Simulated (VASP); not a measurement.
# C (P1) in VASP: single point with PBE

Aim: the single point of C with PBE.

All numbers are computed with VASP 6.6.1; they aren't measurements. Logs are shortened: lines on timing, memory, paths and dates and some standing lists are left out, and cuts for length are marked.

### Step 1. The cell of the first run

The typed cell holds 4 atoms: a = 2.525 Å, b = 2.525 Å, c = 4.374 Å, α = 73.22°, β = 73.22°, γ = 60.00°.

### Step 2. Single point, PBE (atoms moved at random)

INCAR

```
  PREC = Accurate
  ENCUT = 520
  EDIFF = 1E-7
  ISMEAR = 0
  SIGMA = 0.05
  LREAL = False
  LASPH = True
  NELM = 60
  ALGO = Normal
  ISIF = 2
  LWAVE = False
  LCHARG = False
  GGA = PE
  NBANDS = 16
```

KPOINTS

```
Automatic mesh
0
Gamma
  12 12 10
```

POSCAR

```
C
1.0
    0.0000000000     -1.7857375320     -1.7857375320
   -1.7857375320      0.0000000000     -1.7857375320
    1.7857375320      1.7857375320     -3.5714750640
C
4
Direct
    0.7407544395      0.7387317525      0.7570092176
    0.2215310198      0.2874391019      0.2585155069
    0.4055606659      0.3550457585      0.8571410121
    0.8821538748      0.8687833870      0.3773342634
```

Potentials or basis: VASP PAW PBE potentials, release 64 (C).

On the command line:

```console
> cat potpaw_PBE.64/C/POTCAR > POTCAR
> mpirun -np 1 vasp_std > vasp.out
```

OUTCAR:

```text
PREC = Accurate
   ENCUT = 520
   EDIFF = 1E-7
   ISMEAR = 0
   LREAL = False
   LASPH = True
   NELM = 60
   ISIF = 2
   GGA = PE

 ion  position               nearest neighbor table
   1  0.741  0.739  0.757-   3 1.48   3 1.49   4 1.57   3 1.58
   2  0.222  0.287  0.259-   4 1.44   4 1.57   4 1.61   3 1.66
   3  0.406  0.355  0.857-   1 1.48   1 1.49   1 1.58   2 1.66
   4  0.882  0.869  0.377-   2 1.44   1 1.57   2 1.57   2 1.61

  LATTYP: Found a trigonal (rhomboedric) cell.
 ALAT       =     4.3741457679
 COS(alpha) =     0.8333333333

  Lattice vectors:

 A1 = (   1.7857375320,   3.5714750640,  -1.7857375320)
 A2 = (   3.5714750640,   1.7857375320,  -1.7857375320)
 A3 = (   1.7857375320,   1.7857375320,  -3.5714750640)

Analysis of symmetry for initial positions (statically):
=====================================================================
 Subroutine PRICEL returns:
 Original cell was already a primitive cell.

 Routine SETGRP: Setting up the symmetry group for a
 trigonal (rhombohedral) supercell.

 Subroutine GETGRP returns: Found  1 space group operations
 (whereof  1 operations were pure point group operations)
 out of a pool of 12 trial point group operations.

The static configuration has the point symmetry C_1 .

Analysis of symmetry for dynamics (positions and initial velocities):
=====================================================================
 Subroutine PRICEL returns:
 Original cell was already a primitive cell.

 Routine SETGRP: Setting up the symmetry group for a
 trigonal (rhombohedral) supercell.

 Subroutine GETGRP returns: Found  1 space group operations
 (whereof  1 operations were pure point group operations)
 out of a pool of 12 trial point group operations.

The dynamic configuration has the point symmetry C_1 .

 Subroutine INISYM returns: Found  1 space group operations
 (whereof  1 operations are pure point group operations),
 and found     1 'primitive' translations

----------------------------------------------------------------------------------------

                                     Primitive cell

  volume of cell :      22.7779

  direct lattice vectors                    reciprocal lattice vectors
     0.000000000 -1.785737532 -1.785737532     0.139998178 -0.419994533 -0.139998178
    -1.785737532  0.000000000 -1.785737532    -0.419994533  0.139998178 -0.139998178
     1.785737532  1.785737532 -3.571475064     0.139998178  0.139998178 -0.139998178

  length of vectors
     2.525414237  2.525414237  4.374145768     0.464321426  0.464321426  0.242483956

  position of ions in fractional coordinates (direct lattice)
     0.740754440  0.738731753  0.757009218
     0.221531020  0.287439102  0.258515507
     0.405560666  0.355045758  0.857141012
     0.882153875  0.868783387  0.377334263

  ion indices of the primitive-cell ions
   primitive index   ion index
                 1           1
                 2           2
                 3           3
                 4           4

----------------------------------------------------------------------------------------

 KPOINTS: Automatic mesh

Automatic generation of k-mesh.
 Grid dimensions read from file:
 generate k-points for:   12   12   10

 Generating k-lattice:

  Cartesian coordinates                     Fractional coordinates (reciprocal lattice)
     0.011666515 -0.034999544 -0.011666515     0.083333333  0.000000000 -0.000000000
    -0.034999544  0.011666515 -0.011666515     0.000000000  0.083333333 -0.000000000
     0.013999818  0.013999818 -0.013999818     0.000000000  0.000000000  0.100000000

  Length of vectors
     0.038693452  0.038693452  0.024248396

  Shift w.r.t. Gamma in fractional coordinates (k-lattice)
     0.000000000  0.000000000  0.000000000

 -----------------------------------------------------------------------------
|                                                                             |
|           W    W    AA    RRRRR   N    N  II  N    N   GGGG   !!!           |
|           W    W   A  A   R    R  NN   N  II  NN   N  G    G  !!!           |
|           W    W  A    A  R    R  N N  N  II  N N  N  G       !!!           |
|           W WW W  AAAAAA  RRRRR   N  N N  II  N  N N  G  GGG   !            |
|           WW  WW  A    A  R   R   N   NN  II  N   NN  G    G                |
|           W    W  A    A  R    R  N    N  II  N    N   GGGG   !!!           |
|                                                                             |
|     Your reciprocal lattice and k-lattice belong to different lattice       |
|     classes:                                                                |
|                                                                             |
|        The reciprocal lattice is rhombohedral (trigonal),                   |
|        whereas your k-lattice is base-centered monoclinic.                  |
|                                                                             |
|     Results are often still useful ...                                      |
|                                                                             |
 -----------------------------------------------------------------------------

 WARNING: IBZKPT: internal override: KBLOWUP is changed to .FALSE.
      ... skipping the blow-up phase ...

 Subroutine IBZKPT returns following result:
 ===========================================

 Found    724 irreducible k-points:

 Following reciprocal coordinates:
            Coordinates               Weight
  0.000000  0.000000  0.000000      1.000000
  0.083333  0.000000  0.000000      2.000000
  0.166667  0.000000 -0.000000      2.000000
  0.250000  0.000000 -0.000000      2.000000
  0.333333  0.000000 -0.000000      2.000000
  0.416667  0.000000  0.000000      2.000000
[... 16 lines left out ...]
  0.250000  0.166667  0.000000      2.000000
  0.333333  0.166667 -0.000000      2.000000
 [... further k-points ...]
   k-points           NKPTS =    724   k-points in BZ     NKDIM =    724   number of bands    NBANDS=     16
   number of dos      NEDOS =    301   number of ions     NIONS =      4
   total plane-waves  NPLWV =  14400
   dimension x,y,z NGX =    20 NGY =   20 NGZ =   36
   dimension x,y,z NGXF=    40 NGYF=   40 NGZF=   72
   ions per type =               4
   NGX,Y,Z   is equivalent  to a cutoff of  13.17, 13.17, 13.68 a.u.
   NGXF,Y,Z  is equivalent  to a cutoff of  26.33, 26.33, 27.36 a.u.
 SYSTEM =  unknown system
   PREC   = accura    normal or accurate (medium, high low for compatibility)
   ISTART =      0    job   : 0-new  1-cont  2-samecut
   ICHARG =      2    charge: 1-file 2-atom 10-const
   ISPIN  =      1    spin polarized calculation?
   LNONCOLLINEAR =      F non collinear calculations
   LSORBIT =      F    spin-orbit coupling
   LASPH  =      T    aspherical Exc in radial PAW
   ENCUT  =  520.0 eV  38.22 Ry    6.18 a.u.   4.70  4.70  8.13*2*pi/ulx,y,z
   NELM   =     60;   NELMIN=  2; NELMDL= -5     # of ELM steps
   EDIFF  = 0.1E-06   stopping-criterion for ELM
   LREAL  =      F    real-space projection
   EDIFFG = 0.1E-05   stopping-criterion for IOM
   NSW    =      0    number of steps for IOM
   IBRION =     -1    ionic relax: 0-MD 1-quasi-New 2-CG
   NFREE  =      0    steps in history (QN), initial steepest desc. (CG)
   ISIF   =      2    stress and relaxation
   ISYM   =      2    0-nonsym 1-usesym 2-fastsym
   POTIM  = 0.5000    time-step for ionic-motion
   TEBEG  =    0.0;   TEEND  =   0.0 temperature during run
   PSTRESS=    0.0 pullay stress
   NELECT =      16.0000    total number of electrons
   NUPDOWN=      -1.0000    fix difference up-down
   EMIN   =  10.00;   EMAX   =-10.00  energy-range for DOS
   EFERMI =   0.00;   METHOD = LEGACY
   ISMEAR =     0;   SIGMA  =   0.05  broadening in eV -4-tet -1-fermi 0-gaus
   EFERMI_NEDOS =   21; number of points for ismear=-14 and -15
   IALGO  =     38    algorithm
   IMIX   =      4    mixing-type and parameters
     AMIX     =   0.40;   BMIX     =  1.00
     AMIX_MAG =   1.60;   BMIX_MAG =  1.00
  volume/ion in A,a.u.               =       5.69        38.43
  Fermi-wavevector in a.u.,A,eV,Ry     =   1.455271  2.750063 28.814604  2.117814
  Thomas-Fermi vector in A             =   2.572325
   LORBIT       =      0    0 simple, 1 ext, 2 COOP (PROOUT), +10 PAW based schemes
   GGA     = PE    functional components
   LHFCALC =     F    Hartree Fock is set to
   AEXX    =    0.0000 exact exchange contribution
   IVDW    =     0    specifies the selected vdW correction
   LEPSILON=     F    determine dielectric tensor
   LRPA    =     F    only Hartree local field effects (RPA)
 non-spin polarized calculation
 Gauss-broadening in eV      SIGMA  =   0.05
  energy-cutoff  :      520.00
  volume of cell :       22.78
 maximum number of plane-waves:       633
   NGX =  9   NGY =  9   NGZ = 17

 number of electron      16.0000000 magnetization

 Free energy of the ion-electron system (eV)
  ---------------------------------------------------
  ext. energy  EPLUGINS =         0.00000000
  ---------------------------------------------------
  free energy    TOTEN  =       -35.80104181 eV

  energy without entropy =      -35.80104181  energy(sigma->0) =      -35.80104181

 E-fermi :  11.3726     XC(G=0): -13.2336

 val. band max:       11.1395304581   @ k =   0.0000   0.0000   0.0000
 cond. band min:      13.4939180012   @ k =   0.0000  -0.4167   0.4000
 fundamental gap:      2.3543875431
 Fermi energy:        11.3726281392

 k-point     1 :       0.0000    0.0000    0.0000
  band No.  band energies     occupation
      1     -11.8084      2.00000
      2      -6.2184      2.00000
      3      -3.2474      2.00000
      4       5.8551      2.00000
      5       7.3786      2.00000
      6       8.1926      2.00000
[... 8 lines left out ...]
     15      22.7032      0.00000
     16      24.7315      0.00000

 k-point     2 :       0.0833    0.0000    0.0000
  band No.  band energies     occupation
      1     -11.6330      2.00000
      2      -6.1135      2.00000
      3      -3.0330      2.00000
      4       5.6238      2.00000
      5       6.5724      2.00000
      6       7.7404      2.00000
[... 8 lines left out ...]
     15      22.8295      0.00000
     16      24.7755      0.00000

 k-point     3 :       0.1667    0.0000   -0.0000
  band No.  band energies     occupation
      1     -11.1091      2.00000
      2      -5.7925      2.00000
      3      -2.4103      2.00000
      4       4.4133      2.00000
      5       5.2654      2.00000
      6       6.6414      2.00000
[... 8 lines left out ...]
     15      22.9758      0.00000
     16      24.6670      0.00000

 k-point     4 :       0.2500    0.0000   -0.0000
  band No.  band energies     occupation
      1     -10.2433      2.00000
      2      -5.2555      2.00000
      3      -1.4512      2.00000
      4       2.1024      2.00000
      5       4.4781      2.00000
      6       4.8880      2.00000
[... 8 lines left out ...]
     15      22.9130      0.00000
     16      24.3022      0.00000

 k-point     5 :       0.3333    0.0000   -0.0000
  band No.  band energies     occupation
      1      -9.0510      2.00000
      2      -4.5909      2.00000
      3      -0.7863      2.00000
      4       0.4738      2.00000
      5       2.5538      2.00000
      6       4.1980      2.00000
[... 8 lines left out ...]
     15      23.9093      0.00000
     16      24.6567      0.00000

 k-point     6 :       0.4167    0.0000    0.0000
  band No.  band energies     occupation
      1      -7.5684      2.00000
      2      -4.4707      2.00000
      3      -1.7224      2.00000
      4       0.6337      2.00000
      5       1.6605      2.00000
      6       3.8691      2.00000
[... 8 lines left out ...]
     15      24.0858      0.00000
     16      24.4119      0.00000
[... 267 lines left out ...]
 k-point    21 :       0.0833    0.1667   -0.0000
  band No.  band energies     occupation
      1     -11.2538      2.00000
      2      -6.0966      2.00000
      3      -2.3683      2.00000
      4       4.1006      2.00000
      5       6.0709      2.00000
      6       6.7813      2.00000
[... 8 lines left out ...]
     15      22.9971      0.00000
     16      24.4436      0.00000

 k-point    22 :       0.1667    0.1667   -0.0000
  band No.  band energies     occupation
      1     -11.0482      2.00000
      2      -6.1540      2.00000
      3      -1.9583      2.00000
      4       4.0288      2.00000
      5       5.4261      2.00000
      6       6.1038      2.00000
[... 8 lines left out ...]
     15      23.0278      0.00000
     16      24.0114      0.00000

 k-point    23 :       0.2500    0.1667    0.0000
  band No.  band energies     occupation
      1     -10.4970      2.00000
      2      -5.9345      2.00000
      3      -1.2369      2.00000
      4       3.3448      2.00000
      5       4.3862      2.00000
      6       4.6365      2.00000
[... 8 lines left out ...]
     15      22.9138      0.00000
     16      23.7750      0.00000

 k-point    24 :       0.3333    0.1667   -0.0000
  band No.  band energies     occupation
      1      -9.6083      2.00000
      2      -5.4473      2.00000
      3      -0.3241      2.00000
      4       2.0411      2.00000
      5       3.0129      2.00000
      6       3.6051      2.00000
[... 8 lines left out ...]
     15      22.7370      0.00000
     16      24.3656      0.00000

 [... further k-points ...]
[... 5 lines left out ...]
  --------------------------------------------------------------------------------------
  -------------------------------------------------------------------------------------
  Total        0.8344014      0.7113828      0.9777911     -0.2370974     -0.4743279      0.6215411
  in kB       58.6911645     50.0381304     68.7770902    -16.6772536    -33.3638658     43.7187357
  external PRESSURE =      59.1687950 kB  Pullay stress =       0.0000000 kB

 VOLUME and BASIS-vectors are now :
 -----------------------------------------------------------------------------
  energy-cutoff  :      520.00
  volume of cell :       22.78
      direct lattice vectors                 reciprocal lattice vectors
     0.000000000 -1.785737532 -1.785737532     0.139998178 -0.419994533 -0.139998178
    -1.785737532  0.000000000 -1.785737532    -0.419994533  0.139998178 -0.139998178
     1.785737532  1.785737532 -3.571475064     0.139998178  0.139998178 -0.139998178

 POSITION                                       TOTAL-FORCE (eV/Angst)
 -----------------------------------------------------------------------------------
      0.03264      0.02903     -5.34561        -0.506270     -3.485924      0.418944
     -0.05165      0.06604     -1.83217         2.664608     -3.537603      2.344066
      0.89661      0.80640     -4.41950         0.635196      4.819096     -1.753327
     -0.87760     -0.90148     -4.47435        -2.793534      2.204430     -1.009683
 -----------------------------------------------------------------------------------
    total drift:                               -0.000013     -0.000000     -0.000042

  FREE ENERGIE OF THE ION-ELECTRON SYSTEM (eV)
  ---------------------------------------------------
  free  energy   TOTEN  =       -35.8010418097 eV

  energy  without entropy=      -35.8010418097  energy(sigma->0) =      -35.80104181
```

Wall time 2.3 min (1 thread of Intel Xeon Platinum 8488C (Sapphire Rapids), shared host); peak memory 0.28 GiB.

What came out:

```
Free energy            : -35.8010 eV
Pressure               : 5.9 GPa
Largest force          : 5.167 eV/Å
Band gap on the k mesh : 2.35 eV
```

Forces in eV/Å, atoms in the order of the input:
```
C   -0.506 -3.486  0.419
C    2.665 -3.538  2.344
C    0.635  4.819 -1.753
C   -2.794  2.204 -1.010
```

Stress tensor (GPa, compression positive):
```
 5.87 -1.67  4.37
-1.67  5.00 -3.34
 4.37 -3.34  6.88
```

Caveat: the cell differs from its parent crystal (atoms moved at random); the cell stands under pressure; forces of over 1 eV/Å act on the atoms, so gaps and moduli don't describe the material at rest.
